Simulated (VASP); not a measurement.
# TaN (F-43m) in VASP: notebook

TaN is run at these levels: PBE, LDA, PBEsol; tasks: single point.

Program: VASP 6.6.1. These are calculated values, not measurements. Logs are shortened: lines on timing, memory, paths and dates and some standing lists are left out, and cuts for length are marked.

## 1. The cell of the first run

Symmetry: F-43m, No. 216, cubic system. Conventional cell: a = 4.915 Å, b = 4.915 Å, c = 4.915 Å, α = 90.00°, β = 90.00°, γ = 90.00°. Ta (site symmetry -43m) has 4 N at 2.13 Å within 2.8 Å. N (site symmetry -43m) has 4 Ta at 2.13 Å within 2.8 Å.

## 2. Single point, PBE

File INCAR:

```
PREC = Accurate
ENCUT = 520
EDIFF = 1E-7
ISMEAR = -1
SIGMA = 0.05
LREAL = F
LASPH = T
NELM = 80
ALGO = Normal
ISIF = 2
LWAVE = F
LCHARG = T
GGA = PE
LELF = T
LVHAR = T
NBANDS = 15
```

File KPOINTS:

```
Automatic mesh
0
Gamma
  9 9 9
```

File POSCAR:

```
TaN
1.0
    0.0000000000      2.4574755378      2.4574755378
    2.4574755378      0.0000000000      2.4574755378
    2.4574755378      2.4574755378      0.0000000000
Ta N
1 1
Direct
    0.0000000000      0.0000000000      0.0000000000
    0.2500000000      0.2500000000      0.2500000000
```

Potentials or basis: VASP PAW PBE potentials, release 64 (Ta_pv, N).

The run is started by

```sh
> cat potpaw_PBE.64/Ta_pv/POTCAR potpaw_PBE.64/N/POTCAR > POTCAR
> mpirun -np 1 vasp_std > vasp.out
```

OUTCAR:

```text
PREC = Accurate
   ENCUT = 520
   EDIFF = 1E-7
   ISMEAR = -1
   LREAL = F
   LASPH = T
   NELM = 80
   ISIF = 2
   GGA = PE

 ion  position               nearest neighbor table
   1  0.000  0.000  0.000-   2 2.13   2 2.13   2 2.13   2 2.13
   2  0.250  0.250  0.250-   1 2.13   1 2.13   1 2.13   1 2.13

  LATTYP: Found a face centered cubic cell.
 ALAT       =     4.9149510756

  Lattice vectors:

 A1 = (   0.0000000000,   2.4574755378,   2.4574755378)
 A2 = (   2.4574755378,   0.0000000000,   2.4574755378)
 A3 = (   2.4574755378,   2.4574755378,   0.0000000000)

Analysis of symmetry for initial positions (statically):
=====================================================================
 Subroutine PRICEL returns:
 Original cell was already a primitive cell.

 Routine SETGRP: Setting up the symmetry group for a
 face centered cubic supercell.

 Subroutine GETGRP returns: Found 24 space group operations
 (whereof 24 operations were pure point group operations)
 out of a pool of 48 trial point group operations.

The static configuration has the point symmetry T_d .

Analysis of symmetry for dynamics (positions and initial velocities):
=====================================================================
 Subroutine PRICEL returns:
 Original cell was already a primitive cell.

 Routine SETGRP: Setting up the symmetry group for a
 face centered cubic supercell.

 Subroutine GETGRP returns: Found 24 space group operations
 (whereof 24 operations were pure point group operations)
 out of a pool of 48 trial point group operations.

The dynamic configuration has the point symmetry T_d .

 Subroutine INISYM returns: Found 24 space group operations
 (whereof 24 operations are pure point group operations),
 and found     1 'primitive' translations

----------------------------------------------------------------------------------------

                                     Primitive cell

  volume of cell :      29.6823

  direct lattice vectors                    reciprocal lattice vectors
     0.000000000  2.457475538  2.457475538    -0.203460825  0.203460825  0.203460825
     2.457475538  0.000000000  2.457475538     0.203460825 -0.203460825  0.203460825
     2.457475538  2.457475538  0.000000000     0.203460825  0.203460825 -0.203460825

  length of vectors
     3.475395235  3.475395235  3.475395235     0.352404486  0.352404486  0.352404486

  position of ions in fractional coordinates (direct lattice)
     0.000000000  0.000000000  0.000000000
     0.250000000  0.250000000  0.250000000

  ion indices of the primitive-cell ions
   primitive index   ion index
                 1           1
                 2           2

----------------------------------------------------------------------------------------

 KPOINTS: Automatic mesh

Automatic generation of k-mesh.
 Grid dimensions read from file:
 generate k-points for:    9    9    9

 Generating k-lattice:

  Cartesian coordinates                     Fractional coordinates (reciprocal lattice)
    -0.022606758  0.022606758  0.022606758     0.111111111  0.000000000  0.000000000
     0.022606758 -0.022606758  0.022606758     0.000000000  0.111111111  0.000000000
     0.022606758  0.022606758 -0.022606758     0.000000000  0.000000000  0.111111111

  Length of vectors
     0.039156054  0.039156054  0.039156054

  Shift w.r.t. Gamma in fractional coordinates (k-lattice)
     0.000000000  0.000000000  0.000000000

 Subroutine IBZKPT returns following result:
 ===========================================

 Found     35 irreducible k-points:

 Following reciprocal coordinates:
            Coordinates               Weight
  0.000000  0.000000  0.000000      1.000000
  0.111111  0.000000  0.000000      8.000000
  0.222222  0.000000  0.000000      8.000000
  0.333333  0.000000  0.000000      8.000000
  0.444444  0.000000  0.000000      8.000000
  0.111111  0.111111  0.000000      6.000000
[... 16 lines left out ...]
 -0.333333  0.333333  0.000000     12.000000
  0.444444  0.444444  0.000000      6.000000
 [... further k-points ...]
   k-points           NKPTS =     35   k-points in BZ     NKDIM =     35   number of bands    NBANDS=     15
   number of dos      NEDOS =    301   number of ions     NIONS =      2
   total plane-waves  NPLWV =  21952
   dimension x,y,z NGX =    28 NGY =   28 NGZ =   28
   dimension x,y,z NGXF=    56 NGYF=   56 NGZF=   56
   ions per type =               1   1
   NGX,Y,Z   is equivalent  to a cutoff of  13.39, 13.39, 13.39 a.u.
   NGXF,Y,Z  is equivalent  to a cutoff of  26.79, 26.79, 26.79 a.u.
 SYSTEM =  unknown system
   PREC   = accura    normal or accurate (medium, high low for compatibility)
   ISTART =      0    job   : 0-new  1-cont  2-samecut
   ICHARG =      2    charge: 1-file 2-atom 10-const
   ISPIN  =      1    spin polarized calculation?
   LNONCOLLINEAR =      F non collinear calculations
   LSORBIT =      F    spin-orbit coupling
   LASPH  =      T    aspherical Exc in radial PAW
   ENCUT  =  520.0 eV  38.22 Ry    6.18 a.u.   6.46  6.46  6.46*2*pi/ulx,y,z
   NELM   =     80;   NELMIN=  2; NELMDL= -5     # of ELM steps
   EDIFF  = 0.1E-06   stopping-criterion for ELM
   LREAL  =      F    real-space projection
   EDIFFG = 0.1E-05   stopping-criterion for IOM
   NSW    =      0    number of steps for IOM
   IBRION =     -1    ionic relax: 0-MD 1-quasi-New 2-CG
   NFREE  =      0    steps in history (QN), initial steepest desc. (CG)
   ISIF   =      2    stress and relaxation
   ISYM   =      2    0-nonsym 1-usesym 2-fastsym
   POTIM  = 0.5000    time-step for ionic-motion
   TEBEG  =    0.0;   TEEND  =   0.0 temperature during run
   PSTRESS=    0.0 pullay stress
   NELECT =      16.0000    total number of electrons
   NUPDOWN=      -1.0000    fix difference up-down
   EMIN   =  10.00;   EMAX   =-10.00  energy-range for DOS
   EFERMI =   0.00;   METHOD = LEGACY
   ISMEAR =    -1;   SIGMA  =   0.05  broadening in eV -4-tet -1-fermi 0-gaus
   EFERMI_NEDOS =   21; number of points for ismear=-14 and -15
   IALGO  =     38    algorithm
   IMIX   =      4    mixing-type and parameters
     AMIX     =   0.40;   BMIX     =  1.00
     AMIX_MAG =   1.60;   BMIX_MAG =  1.00
  volume/ion in A,a.u.               =      14.84       100.15
  Fermi-wavevector in a.u.,A,eV,Ry     =   1.332342  2.517761 24.152170  1.775134
  Thomas-Fermi vector in A             =   2.461284
   LORBIT       =      0    0 simple, 1 ext, 2 COOP (PROOUT), +10 PAW based schemes
   GGA     = PE    functional components
[... 5 lines left out ...]
 non-spin polarized calculation
  energy-cutoff  :      520.00
  volume of cell :       29.68
 maximum number of plane-waves:       821
 NGX is ok and might be reduce to    28
   NGX = 13   NGY = 13   NGZ = 13

 number of electron      16.0000001 magnetization

 Free energy of the ion-electron system (eV)
  ---------------------------------------------------
  ext. energy  EPLUGINS =         0.00000000
  ---------------------------------------------------
  free energy    TOTEN  =       -21.34221642 eV

  energy without entropy =      -21.32980718  energy(sigma->0) =      -21.33601180

 E-fermi :   5.8986     XC(G=0): -11.4393

 val. band max:        5.8680738575   @ k =  -0.2222   0.3333   0.1111
 cond. band min:       5.9396798493   @ k =  -0.3333   0.2222   0.0000
 fundamental gap:      0.0716059918
 Fermi energy:         5.8986123218

 k-point     1 :       0.0000    0.0000    0.0000
  band No.  band energies     occupation
      1     -29.9342      2.00000
      2     -29.9342      2.00000
      3     -29.9342      2.00000
      4     -10.9442      2.00000
      5      -0.4080      2.00000
      6      -0.4080      2.00000
      7      -0.4080      2.00000
      8       4.6424      2.00000
      9       6.3161      0.00047
     10       6.3161      0.00047
     11      11.0240      0.00000
     12      11.0240      0.00000
     13      11.0240      0.00000
     14      18.2663      0.00000
     15      18.2663      0.00000

 k-point     2 :       0.1111    0.0000    0.0000
  band No.  band energies     occupation
      1     -29.9682      2.00000
      2     -29.9389      2.00000
      3     -29.9389      2.00000
      4     -10.8198      2.00000
      5      -0.6365      2.00000
      6      -0.3227      2.00000
      7      -0.3227      2.00000
      8       5.2573      1.99999
      9       6.1872      0.00621
     10       6.1872      0.00621
     11      10.7048      0.00000
     12      11.1441      0.00000
     13      11.1441      0.00000
     14      16.5623      0.00000
     15      18.2163      0.00000

 k-point     3 :       0.2222    0.0000    0.0000
  band No.  band energies     occupation
      1     -30.0531      2.00000
      2     -29.9507      2.00000
      3     -29.9507      2.00000
      4     -10.5140      2.00000
      5      -0.9439      2.00000
      6      -0.1237      2.00000
      7      -0.1237      2.00000
      8       6.0523      0.08847
      9       6.0523      0.08847
     10       6.4949      0.00001
     11      10.0412      0.00000
     12      11.1044      0.00000
     13      11.1044      0.00000
     14      14.2064      0.00000
     15      18.2076      0.00000
[... 343 lines left out ...]
 k-point    23 :      -0.3333    0.3333    0.0000
  band No.  band energies     occupation
      1     -30.1559      2.00000
      2     -30.0971      2.00000
      3     -30.0014      2.00000
      4      -9.7130      2.00000
      5      -0.6830      2.00000
      6       0.3240      2.00000
      7       0.8043      2.00000
      8       4.0325      2.00000
      9       6.3164      0.00047
     10       7.0086      0.00000
     11       9.6116      0.00000
     12      10.0180      0.00000
     13      13.2233      0.00000
     14      14.5824      0.00000
     15      16.2225      0.00000

 k-point    24 :       0.4444    0.4444    0.0000
  band No.  band energies     occupation
      1     -30.2057      2.00000
      2     -30.0307      2.00000
      3     -30.0307      2.00000
      4      -9.6753      2.00000
      5      -1.7214      2.00000
      6       1.3206      2.00000
      7       1.3206      2.00000
      8       3.7376      2.00000
      9       6.9345      0.00000
     10       7.7206      0.00000
     11       8.7139      0.00000
     12       8.7139      0.00000
     13      13.3844      0.00000
     14      16.0698      0.00000
     15      18.0582      0.00000

 [... further k-points ...]
[... 5 lines left out ...]
  --------------------------------------------------------------------------------------
  -------------------------------------------------------------------------------------
  Total       -3.5946004     -3.5946004     -3.5946004      0.0000000      0.0000000      0.0000000
  in kB     -194.0276390   -194.0276390   -194.0276390      0.0000000      0.0000000      0.0000000
  external PRESSURE =    -194.0276390 kB  Pullay stress =       0.0000000 kB

 VOLUME and BASIS-vectors are now :
 -----------------------------------------------------------------------------
  energy-cutoff  :      520.00
  volume of cell :       29.68
      direct lattice vectors                 reciprocal lattice vectors
     0.000000000  2.457475538  2.457475538    -0.203460825  0.203460825  0.203460825
     2.457475538  0.000000000  2.457475538     0.203460825 -0.203460825  0.203460825
     2.457475538  2.457475538  0.000000000     0.203460825  0.203460825 -0.203460825

 POSITION                                       TOTAL-FORCE (eV/Angst)
 -----------------------------------------------------------------------------------
      0.00000      0.00000      0.00000         0.000000     -0.000000      0.000000
      1.22874      1.22874      1.22874        -0.000000      0.000000     -0.000000
 -----------------------------------------------------------------------------------
    total drift:                               -0.000000     -0.000000     -0.000000

  FREE ENERGIE OF THE ION-ELECTRON SYSTEM (eV)
  ---------------------------------------------------
  free  energy   TOTEN  =       -21.3422164236 eV

  energy  without entropy=      -21.3298071817  energy(sigma->0) =      -21.33601180
```

It took 16 s on 1 thread of Intel Xeon 6975P-C, shared host; peak memory 0.17 GiB.

Results:

```yaml
Free_energy: -21.3422 eV
Pressure: -19.4 GPa
Band_gap_on_the_k_mesh: zero (band 8 reaches 6.36 eV, above the bottom of band 9 at 5.83 eV)
```

Levels at points of the mesh, in eV from the Fermi level:
| k point | band 5 | band 6 | band 7 | band 8 | band 9 | band 10 | band 11 | band 12 |
| --- | --- | --- | --- | --- | --- | --- | --- | --- |
| (0.00, 0.00, 0.00) | -6.31 | -6.31 | -6.31 | -1.26 | 0.42 | 0.42 | 5.13 | 5.13 |

Caveat: spin-orbit coupling is left out, which moves the levels of the heavy elements.

## 3. Single point, LDA

This run uses another cell than the first one, of 15.46 Å³/atom, 1.042 times its volume.

File INCAR:

```
ALGO = Normal
EDIFF = 1E-6
ENCUT = 520
ISIF = 2
ISMEAR = -1
LASPH = True
LCHARG = False
LREAL = False
LWAVE = False
NBANDS = 15
NELM = 100
PREC = Accurate
SIGMA = 0.05
```

File KPOINTS:

```
k-points
0
Gamma
  9 9 9
```

File POSCAR:

```
TaN
1.0
    0.0000000000      2.4911437700      2.4911437700
    2.4911437700      0.0000000000      2.4911437700
    2.4911437700      2.4911437700      0.0000000000
Ta N
1 1
Direct
    0.0000000000      0.0000000000      0.0000000000
    0.2500000000      0.2500000000      0.2500000000
```

Potentials or basis: VASP PAW LDA potentials, release 64 (Ta_pv, N).

The run is started by

```sh
> cat potpaw_LDA.64/Ta_pv/POTCAR potpaw_LDA.64/N/POTCAR > POTCAR
> mpirun -np 1 vasp_std > vasp.out
```

It took 16 s on 1 thread of Intel Xeon 6975P-C, shared host; peak memory 0.15 GiB.

The run converged. Its results:

```
Free energy            : -22.9651 eV
Pressure               : -33.8 GPa
Band gap on the k mesh : zero (band 8 reaches 5.78 eV, above the bottom of band 9 at 5.21 eV)
```

Levels at points of the mesh, in eV from the Fermi level:
```tsv
k point	band 6	band 7	band 8	band 9	band 10	band 11
(0.00, 0.00, 0.00)	-6.00	-6.00	-1.14	0.36	0.36	4.93
```

Caveat: spin-orbit coupling is left out, which moves the levels of the heavy elements.

## 4. Single point, PBEsol

This run uses another cell than the first one, of 15.46 Å³/atom, 1.042 times its volume.

File INCAR:

```
PREC = Accurate
ENCUT = 520
EDIFF = 1E-6
ISMEAR = -1
SIGMA = 0.05
LREAL = False
LASPH = True
NELM = 60
ALGO = Normal
ISIF = 2
LWAVE = False
LCHARG = True
GGA = PS
LELF = True
LVHAR = True
NBANDS = 15
```

File KPOINTS:

```
Automatic mesh
0
Gamma
  9 9 9
```

POSCAR is that of step 3.

Potentials or basis: VASP PAW PBE potentials, release 64 (Ta_pv, N).

The run is started by

```sh
> cat potpaw_PBE.64/Ta_pv/POTCAR potpaw_PBE.64/N/POTCAR > POTCAR
> mpirun -np 1 vasp_std > vasp.out
```

Run time: 18 s. Hardware: 1 thread of Intel Xeon 6975P-C, shared host; peak memory 0.17 GiB.

Results (log left out):

```yaml
Free_energy: -22.2143 eV
Pressure: -30.6 GPa
Band_gap_on_the_k_mesh: zero (band 8 reaches 5.81 eV, above the bottom of band 9 at 5.28 eV)
```

Levels at points of the mesh, in eV from the Fermi level:
```
           k point  band 5  band 6  band 7  band 8  band 9  band 10  band 11  band 12
(0.00, 0.00, 0.00)   -6.04   -6.04   -6.04   -1.28    0.39     0.39     4.94     4.94
```

Caveat: the PAW data sets were made with another functional, which shifts forces and pressure a little; spin-orbit coupling is left out, which moves the levels of the heavy elements.

## 5. Single point, PBE

This run uses another cell than the first one, of 15.46 Å³/atom, 1.042 times its volume.

File INCAR:

```
ALGO     = Normal         # electronic algorithm
EDIFF    = 1E-7           # SCF threshold, eV
ENCUT    = 520            # plane-wave cutoff, eV
GGA      = PE             # functional
ISIF     = 2              # what is computed and relaxed
ISMEAR   = -1             # smearing method
LASPH    = T              # aspherical terms in the spheres
LCHARG   = F              # write CHGCAR
LREAL    = F              # projectors in reciprocal space
LWAVE    = F              # write WAVECAR
NBANDS   = 15             # bands
NELM     = 100            # most SCF steps
PREC     = Accurate       # precision mode
SIGMA    = 0.05           # smearing width, eV
```

File KPOINTS:

```
k-points
0
Gamma
  9 9 9
```

POSCAR is that of step 4.

The run is started by

```sh
> cat potpaw_PBE.64/Ta_pv/POTCAR potpaw_PBE.64/N/POTCAR > POTCAR
> mpirun -np 1 vasp_std > vasp.out
```

Run time: 19 s. Hardware: 1 thread of Intel Xeon 6975P-C, shared host; peak memory 0.17 GiB.

Results (log left out):

```yaml
Free_energy: -21.1694 eV
Pressure: -25.3 GPa
Band_gap_on_the_k_mesh: zero (band 8 reaches 5.96 eV, above the bottom of band 9 at 5.47 eV)
```

Levels at points of the mesh, in eV from the Fermi level:
| k point | band 6 | band 7 | band 8 | band 9 | band 10 | band 11 |
| --- | --- | --- | --- | --- | --- | --- |
| (0.00, 0.00, 0.00) | -6.06 | -6.06 | -1.30 | 0.39 | 0.39 | 4.90 |

Caveat: spin-orbit coupling is left out, which moves the levels of the heavy elements.

## 6. Overview

| level | potentials or basis | cell | gap on the mesh (eV) | pressure (GPa) |
| --- | --- | --- | --- | --- |
| PBE | VASP PAW PBE potentials, release 64 (Ta_pv, N) | a = 3.475 Å, angles 60.0°, 2 atoms | none | -19.4 |
| LDA | VASP PAW LDA potentials, release 64 (Ta_pv, N) | a = 3.523 Å, angles 60.0°, 2 atoms | none | -33.8 |
| PBEsol | VASP PAW PBE potentials, release 64 (Ta_pv, N) | a = 3.523 Å, angles 60.0°, 2 atoms | none | -30.6 |
| PBE | VASP PAW PBE potentials, release 64 (Ta_pv, N) | a = 3.523 Å, angles 60.0°, 2 atoms | none | -25.3 |

Alike in all rows: task single point; no spin polarisation; k mesh 9 × 9 × 9; cutoff (eV) 520; smearing fermi-dirac 0.05 eV.

Caveats: spin-orbit coupling is left out, which moves the levels of the heavy elements; the PAW data sets were made with another functional, which shifts forces and pressure a little (some runs).

Total energies depend on the potentials used, so only differences within one code and one set of settings carry meaning.
